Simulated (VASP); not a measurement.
# Te2Mo in VASP: a series of runs

The runs below take Te2Mo through single point, with PBE.

Program: VASP 6.6.1. These are calculated values, not measurements. Logs are shortened: lines on timing, memory, paths and dates and some standing lists are left out, and cuts for length are marked.

## Step 1: The cell of the first run

The cell holds a slab with vacuum, 3 atoms: a = 3.492 Å, b = 3.492 Å, c = 15.252 Å, α = 90.00°, β = 90.00°, γ = 120.00°.

## Step 2: Single point, PBE (53.68 Å³/atom)

INCAR reads:

```
SYSTEM = Te2Mo
  PREC = Accurate
  ENCUT = 520
  EDIFF = 1E-7
  ISMEAR = 0
  SIGMA = 0.05
  LREAL = .FALSE.
  LASPH = .TRUE.
  NELM = 100
  ALGO = Normal
  ISIF = 2
  LWAVE = .FALSE.
  LCHARG = .TRUE.
  GGA = PE
  LELF = .TRUE.
  LVHAR = .TRUE.
  NBANDS = 20
```

KPOINTS reads:

```
Automatic mesh
0
G
  12 12 2
  0 0 0
```

POSCAR reads:

```
Te2Mo
1.0
    3.4918344894      0.0000000000      0.0000000000
   -1.7459172447      3.0240173736      0.0000000000
    0.0000000000      0.0000000000     15.2523330498
Te Mo
2 1
Direct
    0.3333333333      0.6666666667      0.8967969900
    0.3333333333      0.6666666667      0.1032030100
    0.0000000000      0.0000000000      0.0000000000
```

Potentials or basis: VASP PAW PBE potentials, release 64 (Te, Mo_sv).

Run with:

```console
$ cat potpaw_PBE.64/Te/POTCAR potpaw_PBE.64/Mo_sv/POTCAR > POTCAR
$ mpirun -np 1 vasp_std > vasp.out
```

OUTCAR:

```text
SYSTEM = Te2Mo
   PREC = Accurate
   ENCUT = 520
   EDIFF = 1E-7
   ISMEAR = 0
   LREAL = .FALSE.
   LASPH = .TRUE.
   NELM = 100
   ISIF = 2
   GGA = PE

 ion  position               nearest neighbor table
   1  0.333  0.667  0.897-   3 2.56   3 2.56   3 2.56   2 3.15
   2  0.333  0.667  0.103-   3 2.56   3 2.56   3 2.56   1 3.15
   3  0.000  0.000  0.000-   1 2.56   2 2.56   1 2.56   2 2.56   1 2.56   2 2.56

  LATTYP: Found a hexagonal cell.
 ALAT       =     3.4918344894
 C/A-ratio  =     4.3680000000

  Lattice vectors:

 A1 = (   3.4918344894,   0.0000000000,   0.0000000000)
 A2 = (  -1.7459172447,   3.0240173736,   0.0000000000)
 A3 = (   0.0000000000,   0.0000000000,  15.2523330498)

Analysis of symmetry for initial positions (statically):
=====================================================================
 Subroutine PRICEL returns:
 Original cell was already a primitive cell.

 Routine SETGRP: Setting up the symmetry group for a
 hexagonal supercell.

 Subroutine GETGRP returns: Found 12 space group operations
 (whereof 12 operations were pure point group operations)
 out of a pool of 24 trial point group operations.

The static configuration has the point symmetry D_3h.

Analysis of symmetry for dynamics (positions and initial velocities):
=====================================================================
 Subroutine PRICEL returns:
 Original cell was already a primitive cell.

 Routine SETGRP: Setting up the symmetry group for a
 hexagonal supercell.

 Subroutine GETGRP returns: Found 12 space group operations
 (whereof 12 operations were pure point group operations)
 out of a pool of 24 trial point group operations.

The dynamic configuration has the point symmetry D_3h.

 Subroutine INISYM returns: Found 12 space group operations
 (whereof 12 operations are pure point group operations),
 and found     1 'primitive' translations

----------------------------------------------------------------------------------------

                                     Primitive cell

  volume of cell :     161.0550

  direct lattice vectors                    reciprocal lattice vectors
     3.491834489  0.000000000  0.000000000     0.286382417  0.165342965  0.000000000
    -1.745917245  3.024017374  0.000000000     0.000000000  0.330685931  0.000000000
     0.000000000  0.000000000 15.252333050     0.000000000  0.000000000  0.065563740

  length of vectors
     3.491834489  3.491834489 15.252333050     0.330685931  0.330685931  0.065563740

  position of ions in fractional coordinates (direct lattice)
     0.333333333  0.666666667  0.896796990
     0.333333333  0.666666667  0.103203010
     0.000000000  0.000000000  0.000000000

  ion indices of the primitive-cell ions
   primitive index   ion index
                 1           1
                 2           2
                 3           3

----------------------------------------------------------------------------------------

 KPOINTS: Automatic mesh

Automatic generation of k-mesh.
 Grid dimensions read from file:
 generate k-points for:   12   12    2

 Generating k-lattice:

  Cartesian coordinates                     Fractional coordinates (reciprocal lattice)
     0.023865201  0.013778580  0.000000000     0.083333333  0.000000000  0.000000000
     0.000000000  0.027557161  0.000000000     0.000000000  0.083333333  0.000000000
     0.000000000  0.000000000  0.032781870     0.000000000  0.000000000  0.500000000

  Length of vectors
     0.027557161  0.027557161  0.032781870

  Shift w.r.t. Gamma in fractional coordinates (k-lattice)
     0.000000000  0.000000000  0.000000000

 Subroutine IBZKPT returns following result:
 ===========================================

 Found     38 irreducible k-points:

 Following reciprocal coordinates:
            Coordinates               Weight
  0.000000  0.000000  0.000000      1.000000
  0.083333  0.000000  0.000000      6.000000
  0.166667  0.000000  0.000000      6.000000
  0.250000  0.000000  0.000000      6.000000
  0.333333 -0.000000  0.000000      6.000000
  0.416667  0.000000  0.000000      6.000000
[... 16 lines left out ...]
  0.250000  0.000000  0.500000      6.000000
  0.333333 -0.000000  0.500000      6.000000
 [... further k-points ...]
   k-points           NKPTS =     38   k-points in BZ     NKDIM =     38   number of bands    NBANDS=     20
   number of dos      NEDOS =    301   number of ions     NIONS =      3
   total plane-waves  NPLWV =  94080
   dimension x,y,z NGX =    28 NGY =   28 NGZ =  120
   dimension x,y,z NGXF=    56 NGYF=   56 NGZF=  240
   ions per type =               2   1
   NGX,Y,Z   is equivalent  to a cutoff of  13.33, 13.33, 13.08 a.u.
   NGXF,Y,Z  is equivalent  to a cutoff of  26.66, 26.66, 26.16 a.u.
 SYSTEM =  Te2Mo
   PREC   = accura    normal or accurate (medium, high low for compatibility)
   ISTART =      0    job   : 0-new  1-cont  2-samecut
   ICHARG =      2    charge: 1-file 2-atom 10-const
   ISPIN  =      1    spin polarized calculation?
   LNONCOLLINEAR =      F non collinear calculations
   LSORBIT =      F    spin-orbit coupling
   LASPH  =      T    aspherical Exc in radial PAW
   ENCUT  =  520.0 eV  38.22 Ry    6.18 a.u.   6.49  6.49 28.36*2*pi/ulx,y,z
   NELM   =    100;   NELMIN=  2; NELMDL= -5     # of ELM steps
   EDIFF  = 0.1E-06   stopping-criterion for ELM
   LREAL  =      F    real-space projection
   EDIFFG = 0.1E-05   stopping-criterion for IOM
   NSW    =      0    number of steps for IOM
   IBRION =     -1    ionic relax: 0-MD 1-quasi-New 2-CG
   NFREE  =      0    steps in history (QN), initial steepest desc. (CG)
   ISIF   =      2    stress and relaxation
   ISYM   =      2    0-nonsym 1-usesym 2-fastsym
   POTIM  = 0.5000    time-step for ionic-motion
   TEBEG  =    0.0;   TEEND  =   0.0 temperature during run
   PSTRESS=    0.0 pullay stress
   NELECT =      26.0000    total number of electrons
   NUPDOWN=      -1.0000    fix difference up-down
   EMIN   =  10.00;   EMAX   =-10.00  energy-range for DOS
   EFERMI =   0.00;   METHOD = LEGACY
   ISMEAR =     0;   SIGMA  =   0.05  broadening in eV -4-tet -1-fermi 0-gaus
   EFERMI_NEDOS =   21; number of points for ismear=-14 and -15
   IALGO  =     38    algorithm
   IMIX   =      4    mixing-type and parameters
     AMIX     =   0.40;   BMIX     =  1.00
     AMIX_MAG =   1.60;   BMIX_MAG =  1.00
  volume/ion in A,a.u.               =      53.68       362.28
  Fermi-wavevector in a.u.,A,eV,Ry     =   0.891404  1.684509 10.811202  0.794601
  Thomas-Fermi vector in A             =   2.013220
   LORBIT       =      0    0 simple, 1 ext, 2 COOP (PROOUT), +10 PAW based schemes
   GGA     = PE    functional components
   LHFCALC =     F    Hartree Fock is set to
   AEXX    =    0.0000 exact exchange contribution
   IVDW    =     0    specifies the selected vdW correction
   LEPSILON=     F    determine dielectric tensor
   LRPA    =     F    only Hartree local field effects (RPA)
 non-spin polarized calculation
 Gauss-broadening in eV      SIGMA  =   0.05
  energy-cutoff  :      520.00
  volume of cell :      161.05
 maximum number of plane-waves:      4400
 NGX is ok and might be reduce to    28
   NGX = 13   NGY = 13   NGZ = 57

 number of electron      26.0000001 magnetization

 Free energy of the ion-electron system (eV)
  ---------------------------------------------------
  ext. energy  EPLUGINS =         0.00000000
  ---------------------------------------------------
  free energy    TOTEN  =       -16.86442147 eV

  energy without entropy =      -16.86442147  energy(sigma->0) =      -16.86442147

 E-fermi :   1.1449     XC(G=0):  -5.3337

 val. band max:        0.8793256615   @ k =   0.0000   0.0000   0.5000
 cond. band min:       1.3845017894   @ k =   0.3333   0.3333   0.0000
 fundamental gap:      0.5051761279
 Fermi energy:         1.1449293115

 k-point     1 :       0.0000    0.0000    0.0000
  band No.  band energies     occupation
      1     -59.6304      2.00000
      2     -33.8523      2.00000
      3     -33.8125      2.00000
      4     -33.8125      2.00000
      5     -12.5456      2.00000
      6     -10.7144      2.00000
[... 12 lines left out ...]
     19       6.0268      0.00000
     20       6.5421      0.00000

 k-point     2 :       0.0833    0.0000    0.0000
  band No.  band energies     occupation
      1     -59.6294      2.00000
      2     -33.8492      2.00000
      3     -33.8247      2.00000
      4     -33.8151      2.00000
      5     -12.4405      2.00000
      6     -10.6591      2.00000
[... 12 lines left out ...]
     19       6.1456      0.00000
     20       6.9768      0.00000

 k-point     3 :       0.1667    0.0000    0.0000
  band No.  band energies     occupation
      1     -59.6268      2.00000
      2     -33.8579      2.00000
      3     -33.8405      2.00000
      4     -33.8223      2.00000
      5     -12.1376      2.00000
      6     -10.4996      2.00000
[... 12 lines left out ...]
     19       6.4881      0.00000
     20       7.6128      0.00000

 k-point     4 :       0.2500    0.0000    0.0000
  band No.  band energies     occupation
      1     -59.6233      2.00000
      2     -33.9029      2.00000
      3     -33.8320      2.00000
      4     -33.8287      2.00000
      5     -11.6769      2.00000
      6     -10.2577      2.00000
[... 12 lines left out ...]
     19       6.9962      0.00000
     20       7.8862      0.00000

 k-point     5 :       0.3333   -0.0000    0.0000
  band No.  band energies     occupation
      1     -59.6198      2.00000
      2     -33.9474      2.00000
      3     -33.8417      2.00000
      4     -33.8169      2.00000
      5     -11.1379      2.00000
      6      -9.9787      2.00000
[... 12 lines left out ...]
     19       7.2899      0.00000
     20       7.3027      0.00000
[... 353 lines left out ...]
      6     -10.6591      2.00000
[... 12 lines left out ...]
     19       5.8967      0.00000
     20       6.9821      0.00000

 k-point    22 :       0.1667    0.0000    0.5000
  band No.  band energies     occupation
      1     -59.6268      2.00000
      2     -33.8579      2.00000
      3     -33.8405      2.00000
      4     -33.8223      2.00000
      5     -12.1376      2.00000
      6     -10.4996      2.00000
[... 12 lines left out ...]
     19       6.1860      0.00000
     20       7.8293      0.00000

 k-point    23 :       0.2500    0.0000    0.5000
  band No.  band energies     occupation
      1     -59.6233      2.00000
      2     -33.9029      2.00000
      3     -33.8320      2.00000
      4     -33.8287      2.00000
      5     -11.6769      2.00000
      6     -10.2577      2.00000
[... 12 lines left out ...]
     19       6.5583      0.00000
     20       8.1600      0.00000

 k-point    24 :       0.3333   -0.0000    0.5000
  band No.  band energies     occupation
      1     -59.6198      2.00000
      2     -33.9474      2.00000
      3     -33.8417      2.00000
      4     -33.8169      2.00000
      5     -11.1379      2.00000
      6      -9.9787      2.00000
[... 12 lines left out ...]
     19       7.1259      0.00000
     20       7.4616      0.00000

 [... further k-points ...]

------------------------ aborting loop because EDIFF is reached ----------------------------------------

  FORCE on cell =-STRESS in cart. coord.  units (eV):
  Direction    XX          YY          ZZ          XY          YZ          ZX
  --------------------------------------------------------------------------------------
  -------------------------------------------------------------------------------------
  Total        8.0629742      8.0629742     15.5694822      0.0000000      0.0000000     -0.0000000
  in kB       80.2105775     80.2105775    154.8854204      0.0000000      0.0000000     -0.0000000
  external PRESSURE =     105.1021918 kB  Pullay stress =       0.0000000 kB

 VOLUME and BASIS-vectors are now :
 -----------------------------------------------------------------------------
  energy-cutoff  :      520.00
  volume of cell :      161.05
      direct lattice vectors                 reciprocal lattice vectors
     3.491834489  0.000000000  0.000000000     0.286382417  0.165342965  0.000000000
    -1.745917245  3.024017374  0.000000000     0.000000000  0.330685931  0.000000000
     0.000000000  0.000000000 15.252333050     0.000000000  0.000000000  0.065563740

 POSITION                                       TOTAL-FORCE (eV/Angst)
 -----------------------------------------------------------------------------------
     -0.00000      2.01601     13.67825         0.000000      0.000000     -4.949155
     -0.00000      2.01601      1.57409        -0.000000     -0.000000      4.949155
      0.00000      0.00000      0.00000         0.000000     -0.000000      0.000000
 -----------------------------------------------------------------------------------
    total drift:                                0.000000     -0.000000     -0.000000

  FREE ENERGIE OF THE ION-ELECTRON SYSTEM (eV)
  ---------------------------------------------------
  free  energy   TOTEN  =       -16.8644214655 eV

  energy  without entropy=      -16.8644214655  energy(sigma->0) =      -16.86442147
```

Wall time 86 s (1 thread of AMD EPYC 9R45 (Zen 5), shared host); peak memory 0.32 GiB.

What came out:

```yaml
Free_energy: -16.8644 eV
Largest_force: 4.949 eV/Å
Band_gap_on_the_k_mesh: 0.51 eV (least direct gap 0.84 eV)
```

Forces in eV/Å, atoms in the order of the input:
```
Te   0.000  0.000 -4.949
Te   0.000  0.000  4.949
Mo   0.000  0.000  0.000
```

Levels at points of the mesh, in eV from the valence-band top:
| k point | band 10 | band 11 | band 12 | band 13 | band 14 | band 15 | band 16 | band 17 |
| --- | --- | --- | --- | --- | --- | --- | --- | --- |
| (0.00, 0.00, 0.00) | -1.50 | -1.50 | -1.03 | 0.00 | 3.46 | 3.46 | 4.14 | 4.14 |
| (0.50, 0.00, 0.00) | -3.03 | -1.09 | -0.88 | -0.79 | 1.20 | 1.62 | 4.05 | 4.43 |
| (0.00, 0.00, 0.50) | -1.50 | -1.50 | -1.03 | 0.00 | 3.46 | 3.46 | 4.14 | 4.14 |
| (0.50, 0.00, 0.50) | -3.03 | -1.09 | -0.88 | -0.79 | 1.20 | 1.62 | 4.05 | 4.43 |

Caveat: there is no dipole correction, which matters where the two faces differ; spin-orbit coupling is left out, which moves the levels of the heavy elements.

[end of part 1 of 3]
